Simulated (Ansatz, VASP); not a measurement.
# One calculation of Cs4Pb4IBr11, two programs

```
CELL_PARAMETERS angstrom
-5.87000 5.87000 5.87000
5.87000 -5.87000 5.87000
5.87000 5.87000 -5.87000
ATOMIC_POSITIONS crystal
Cs 0.99909 0.99954 0.99954
Cs 0.50000 0.50046 0.99954
Cs 0.50000 0.99954 0.50046
Cs 0.00091 0.50046 0.50046
Pb 0.50000 0.50759 0.50759
Pb 0.00000 0.00000 0.50000
Pb 0.00000 0.50000 0.00000
Pb 0.50000 0.99241 0.99241
I 0.50000 0.25000 0.25000
Br 0.00000 0.75000 0.25000
Br 0.00000 0.25000 0.75000
Br 0.50000 0.75000 0.75000
Br 0.24976 0.50133 0.25109
Br 0.75024 0.99867 0.24891
Br 0.75024 0.50133 0.75157
Br 0.24976 0.99867 0.74843
Br 0.24976 0.25109 0.50133
Br 0.75024 0.75157 0.50133
Br 0.75024 0.24891 0.99867
Br 0.24976 0.74843 0.99867
```

Alike in both runs: functional PBE; k mesh 2 × 2 × 2; occupations fermi-dirac, width 0.01 eV; no spin polarisation.

Ansatz relaxed the structure, and its values are those at the end. VASP's run is a single point on that final structure, the one shown.

```csv
,VASP,Ansatz
version,VASP 6.6.1,Ansatz 0.2.0
potentials or method,"VASP PAW PBE potentials, release 64 (Cs_sv, Pb_d, I, Br)","plane-wave PAW, scalar-relativistic"
plane-wave cutoff (eV),520,420
valence electrons in the cell,176,186
```

VASP gave:

```
gap on the k mesh at the Fermi level (eV) : 1.39
pressure (GPa)                            : 2.0
rms of the force components (eV/Å)        : 0.006
```

Task: Which values does Ansatz return?

Result: gap on the k mesh at the Fermi level (eV): 1.39; pressure (GPa): 2.0; rms of the force components (eV/Å): 0.008.

The functional is the same, so the differences come from potentials, cutoffs and numerics. VASP's potentials hold 176 valence electrons a cell and Ansatz's 186, so a difference there can come from the potentials and not from the codes. Ansatz's warnings: stress scf threshold loose.

Spin-orbit coupling is off throughout.
